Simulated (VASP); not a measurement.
# SnS (Pnma) in VASP: single point with PBE

Aim: the single point of SnS with PBE.

Everything below comes from runs of VASP 6.6.1. Logs are shortened: lines on timing, memory, paths and dates and some standing lists are left out, and cuts for length are marked.

**Experimental background.**

From “Linear dichroism of the optical properties of SnS and SnSe van der Waals crystals”, 2024, arxiv:2409.17412, for a bulk crystal of SnS at 300 K: band gap 1.09 eV (indirect).

The results are compared with them further down.

### Step 1. The cell of the first run

The structure is orthorhombic, space group Pnma (No. 62). Conventional cell: a = 11.218 Å, b = 4.008 Å, c = 4.304 Å, α = 90.00°, β = 90.00°, γ = 90.00°. Within 3.5 Å of Sn (site symmetry m) lie 6 S at 2.65 to 3.37 Å and 2 Sn at 3.49 Å. S (site symmetry m) has 6 Sn at 2.65 to 3.37 Å within 3.5 Å.

### Step 2. Single point, PBE

The input, INCAR:

```
PREC     = Accurate       # precision mode
ENCUT    = 500            # plane-wave cutoff, eV
EDIFF    = 1E-6           # SCF threshold, eV
ISMEAR   = 0              # smearing method
SIGMA    = 0.05           # smearing width, eV
LREAL    = F              # projectors in reciprocal space
LASPH    = T              # aspherical terms in the spheres
NELM     = 120            # most SCF steps
ALGO     = Normal         # electronic algorithm
ISIF     = 2              # what is computed and relaxed
LWAVE    = F              # write WAVECAR
LCHARG   = F              # write CHGCAR
GGA      = PE             # functional
NBANDS   = 50             # bands
GGA_COMPAT= F
```

The input, KPOINTS:

```
Automatic mesh
0
Gamma
  4 8 8
```

The input, POSCAR:

```
SnS
1.0
   11.2183805730      0.0000000000      0.0000000000
    0.0000000000      4.0083999388      0.0000000000
    0.0000000000      0.0000000000      4.3037986950
Sn S
4 4
Direct
    0.1191083060      0.2500000000      0.1160192382
    0.3808916940      0.7500000000      0.6160192382
    0.6191083060      0.2500000000      0.3839807618
    0.8808916940      0.7500000000      0.8839807618
    0.8523508893      0.2500000000      0.4753342393
    0.6476491107      0.7500000000      0.9753342393
    0.3523508893      0.2500000000      0.0246657607
    0.1476491107      0.7500000000      0.5246657607
```

Potentials or basis: VASP PAW PBE potentials, release 64 (Sn_d, S).

Run with:

```
$ cat potpaw_PBE.64/Sn_d/POTCAR potpaw_PBE.64/S/POTCAR > POTCAR
$ mpirun -np 1 vasp_std > vasp.out
```

OUTCAR:

```text
PREC = Accurate
   ENCUT = 500
   EDIFF = 1E-6
   ISMEAR = 0
   LREAL = F
   LASPH = T
   NELM = 120
   ISIF = 2
   GGA = PE

 ion  position               nearest neighbor table
   1  0.119  0.250  0.116-   7 2.65   8 2.69   8 2.69   8 3.26   8 3.26   4 3.49   4 3.49
   2  0.381  0.750  0.616-   8 2.65   7 2.69   7 2.69   7 3.26   7 3.26   3 3.49   3 3.49
   3  0.619  0.250  0.384-   5 2.65   6 2.69   6 2.69   6 3.26   6 3.26   2 3.49   2 3.49
   4  0.881  0.750  0.884-   6 2.65   5 2.69   5 2.69   5 3.26   5 3.26   1 3.49   1 3.49
   5  0.852  0.250  0.475-   3 2.65   4 2.69   4 2.69   4 3.26   4 3.26
   6  0.648  0.750  0.975-   4 2.65   3 2.69   3 2.69   3 3.26   3 3.26
   7  0.352  0.250  0.025-   1 2.65   2 2.69   2 2.69   2 3.26   2 3.26
   8  0.148  0.750  0.525-   2 2.65   1 2.69   1 2.69   1 3.26   1 3.26

  LATTYP: Found a simple orthorhombic cell.
 ALAT       =     4.0083999388
 B/A-ratio  =     1.0736949308
 C/A-ratio  =     2.7987178785

  Lattice vectors:

 A1 = (   0.0000000000,   4.0083999388,   0.0000000000)
 A2 = (   0.0000000000,   0.0000000000,   4.3037986950)
 A3 = (  11.2183805730,   0.0000000000,   0.0000000000)

Analysis of symmetry for initial positions (statically):
=====================================================================
 Subroutine PRICEL returns:
 Original cell was already a primitive cell.

 Routine SETGRP: Setting up the symmetry group for a
 simple orthorhombic supercell.

 Subroutine GETGRP returns: Found  8 space group operations
 (whereof  2 operations were pure point group operations)
 out of a pool of  8 trial point group operations.

The static configuration has the point symmetry S_2 .
 The point group associated with its full space group is D_2h.

Analysis of symmetry for dynamics (positions and initial velocities):
=====================================================================
 Subroutine PRICEL returns:
 Original cell was already a primitive cell.

 Routine SETGRP: Setting up the symmetry group for a
 simple orthorhombic supercell.

 Subroutine GETGRP returns: Found  8 space group operations
 (whereof  2 operations were pure point group operations)
 out of a pool of  8 trial point group operations.

The dynamic configuration has the point symmetry S_2 .
 The point group associated with its full space group is D_2h.

 Subroutine INISYM returns: Found  8 space group operations
 (whereof  2 operations are pure point group operations),
 and found     1 'primitive' translations

[... 108 lines left out ...]
   EDIFFG = 0.1E-04   stopping-criterion for IOM
   NSW    =      0    number of steps for IOM
   IBRION =     -1    ionic relax: 0-MD 1-quasi-New 2-CG
   NFREE  =      0    steps in history (QN), initial steepest desc. (CG)
   ISIF   =      2    stress and relaxation
   ISYM   =      2    0-nonsym 1-usesym 2-fastsym
   POTIM  = 0.5000    time-step for ionic-motion
   TEBEG  =    0.0;   TEEND  =   0.0 temperature during run
   PSTRESS=    0.0 pullay stress
   NELECT =      80.0000    total number of electrons
   NUPDOWN=      -1.0000    fix difference up-down
   EMIN   =  10.00;   EMAX   =-10.00  energy-range for DOS
   EFERMI =   0.00;   METHOD = LEGACY
   ISMEAR =     0;   SIGMA  =   0.05  broadening in eV -4-tet -1-fermi 0-gaus
   EFERMI_NEDOS =   21; number of points for ismear=-14 and -15
   IALGO  =     38    algorithm
   IMIX   =      4    mixing-type and parameters
     AMIX     =   0.40;   BMIX     =  1.00
     AMIX_MAG =   1.60;   BMIX_MAG =  1.00
  volume/ion in A,a.u.               =      24.19       163.25
  Fermi-wavevector in a.u.,A,eV,Ry     =   1.219515  2.304549 20.234810  1.487217
  Thomas-Fermi vector in A             =   2.354764
   LORBIT       =      0    0 simple, 1 ext, 2 COOP (PROOUT), +10 PAW based schemes
   GGA     = PE    functional components
   LHFCALC =     F    Hartree Fock is set to
   AEXX    =    0.0000 exact exchange contribution
   IVDW    =     0    specifies the selected vdW correction
   LEPSILON=     F    determine dielectric tensor
   LRPA    =     F    only Hartree local field effects (RPA)
 non-spin polarized calculation
 Gauss-broadening in eV      SIGMA  =   0.05
  energy-cutoff  :      500.00
  volume of cell :      193.53
 maximum number of plane-waves:      4954
 NGX is ok and might be reduce to    84
   NGX = 41   NGY = 15   NGZ = 15

 number of electron      80.0000024 magnetization

 Free energy of the ion-electron system (eV)
  ---------------------------------------------------
  ext. energy  EPLUGINS =         0.00000000
  ---------------------------------------------------
  free energy    TOTEN  =       -35.40715736 eV

  energy without entropy =      -35.40715736  energy(sigma->0) =      -35.40715736

 E-fermi :   6.4217     XC(G=0):  -9.8568

 val. band max:        6.1598596070   @ k =   0.5000   0.0000   0.5000
 cond. band min:       7.0932348817   @ k =   0.0000   0.0000   0.0000
 fundamental gap:      0.9333752747
 Fermi energy:         6.4217091658

 k-point     1 :       0.0000    0.0000    0.0000
  band No.  band energies     occupation
      1     -15.0923      2.00000
      2     -15.0773      2.00000
      3     -15.0731      2.00000
      4     -15.0681      2.00000
      5     -15.0630      2.00000
      6     -15.0580      2.00000
[... 1261 lines left out ...]
     49      10.6057      0.00000
     50      10.6057      0.00000

 [... further k-points ...]
[... 5 lines left out ...]
  --------------------------------------------------------------------------------------
  -------------------------------------------------------------------------------------
  Total        1.9488727      1.9251102      1.9505350      0.0000000      0.0000000      0.0000000
  in kB       16.1339568     15.9372361     16.1477186      0.0000000      0.0000000      0.0000000
  external PRESSURE =      16.0729705 kB  Pullay stress =       0.0000000 kB

 VOLUME and BASIS-vectors are now :
 -----------------------------------------------------------------------------
  energy-cutoff  :      500.00
  volume of cell :      193.53
      direct lattice vectors                 reciprocal lattice vectors
    11.218380573  0.000000000  0.000000000     0.089139426  0.000000000  0.000000000
     0.000000000  4.008399939  0.000000000     0.000000000  0.249476104  0.000000000
     0.000000000  0.000000000  4.303798695     0.000000000  0.000000000  0.232352875

 POSITION                                       TOTAL-FORCE (eV/Angst)
 -----------------------------------------------------------------------------------
      1.33620      1.00210      0.49932        -0.001749     -0.000000     -0.001574
      4.27299      3.00630      2.65122         0.001749      0.000000     -0.001574
      6.94539      1.00210      1.65258        -0.001749      0.000000      0.001574
      9.88218      3.00630      3.80448         0.001749      0.000000      0.001574
      9.56200      1.00210      2.04574         0.005134     -0.000000     -0.001795
      7.26557      3.00630      4.19764        -0.005134      0.000000     -0.001795
      3.95281      1.00210      0.10616         0.005134      0.000000      0.001795
      1.65638      3.00630      2.25806        -0.005134      0.000000      0.001795
 -----------------------------------------------------------------------------------
    total drift:                                0.000000      0.000000     -0.000000

  FREE ENERGIE OF THE ION-ELECTRON SYSTEM (eV)
  ---------------------------------------------------
  free  energy   TOTEN  =       -35.4071573572 eV

  energy  without entropy=      -35.4071573572  energy(sigma->0) =      -35.40715736
```

OSZICAR:

```text
N       E                     dE             d eps       ncg     rms          rms(c)
DAV:   1     0.889458402950E+03    0.88946E+03   -0.36131E+04  8032   0.209E+03
DAV:   2     0.124791424950E+03   -0.76467E+03   -0.73958E+03  7508   0.600E+02
DAV:   3    -0.252224615993E+02   -0.15001E+03   -0.14279E+03  9006   0.208E+02
DAV:   4    -0.362902388124E+02   -0.11068E+02   -0.10864E+02  8988   0.567E+01
DAV:   5    -0.367225505293E+02   -0.43231E+00   -0.43103E+00  9194   0.117E+01    0.116E+01
DAV:   6    -0.353973783919E+02    0.13252E+01   -0.26404E+00 10466   0.801E+00    0.776E+00
DAV:   7    -0.354166547096E+02   -0.19276E-01   -0.10062E+00  9754   0.340E+00    0.285E+00
DAV:   8    -0.354070540920E+02    0.96006E-02   -0.10914E-01 10212   0.202E+00    0.487E-01
DAV:   9    -0.354068646455E+02    0.18945E-03   -0.14874E-02  9458   0.744E-01    0.158E-01
DAV:  10    -0.354070534697E+02   -0.18882E-03   -0.13465E-03  9890   0.178E-01    0.102E-01
DAV:  11    -0.354071739133E+02   -0.12044E-03   -0.43139E-04 10200   0.111E-01    0.337E-02
DAV:  12    -0.354071542593E+02    0.19654E-04   -0.80773E-05  9890   0.464E-02    0.126E-02
DAV:  13    -0.354071572923E+02   -0.30330E-05   -0.11004E-05  7416   0.142E-02    0.506E-03
DAV:  14    -0.354071573572E+02   -0.64851E-07   -0.76990E-07  5122   0.626E-03
   1 F= -.35407157E+02 E0= -.35407157E+02  d E =-.280714E-15
```

Run time: 4 min. Hardware: 1 thread of Intel Xeon Platinum 8481C at 2.70GHz (Sapphire Rapids), shared host; peak memory 0.6 GiB.

What came out:

- Free energy: -35.4072 eV
- Pressure: 1.6 GPa
- Largest force: 0.005 eV/Å
- Band gap on the k mesh: 0.93 eV, indirect (least direct gap 1.26 eV)

Forces in eV/Å, atoms in the order of the input:
```
Sn  -0.002  0.000 -0.002
Sn   0.002  0.000 -0.002
Sn  -0.002  0.000  0.002
Sn   0.002  0.000  0.002
S    0.005  0.000 -0.002
S   -0.005  0.000 -0.002
S    0.005  0.000  0.002
S   -0.005  0.000  0.002
```

Levels at points of the mesh, in eV from the valence-band top:
```tsv
k point	band 37	band 38	band 39	band 40	band 41	band 42	band 43	band 44
(0.00, 0.00, 0.00)	-1.86	-1.19	-0.74	-0.57	0.93	3.10	3.12	3.13
(0.50, 0.00, 0.00)	-2.08	-2.08	-0.61	-0.61	2.71	2.71	2.85	2.85
(0.00, 0.50, 0.00)	-0.94	-0.94	-0.79	-0.79	1.28	1.28	1.70	1.70
(0.50, 0.50, 0.00)	-0.96	-0.96	-0.96	-0.96	1.67	1.67	1.67	1.67
(0.00, 0.00, 0.50)	-0.86	-0.86	-0.05	-0.05	1.53	1.53	1.96	1.96
(0.50, 0.00, 0.50)	-0.66	-0.66	0.00	0.00	1.46	1.46	1.94	1.94
(0.00, 0.50, 0.50)	-2.39	-2.39	-1.44	-1.44	2.83	2.83	3.05	3.05
(0.50, 0.50, 0.50)	-1.64	-1.64	-1.64	-1.64	2.69	2.69	2.69	2.69
```

Caveat: spin-orbit coupling is left out, which moves the levels of the heavy elements.

### Step 3. Comparison with measurements

Step 2. Against the measured gap of SnS, 1.09 eV (indirect; 300 K; “Linear dichroism of the optical properties of SnS and SnSe van der Waals crystals”, 2024, arxiv:2409.17412), the calculated 0.93 eV is off by -0.16 eV. 2 values of this kind are on record (1.09 to 1.16 eV); this one was drawn at random. Spin-orbit coupling on Sn is left out. The value is that of PBE on a finite k mesh, which can miss the band edges, without temperature or zero-point motion. Semilocal functionals fall short of measured gaps as a rule.
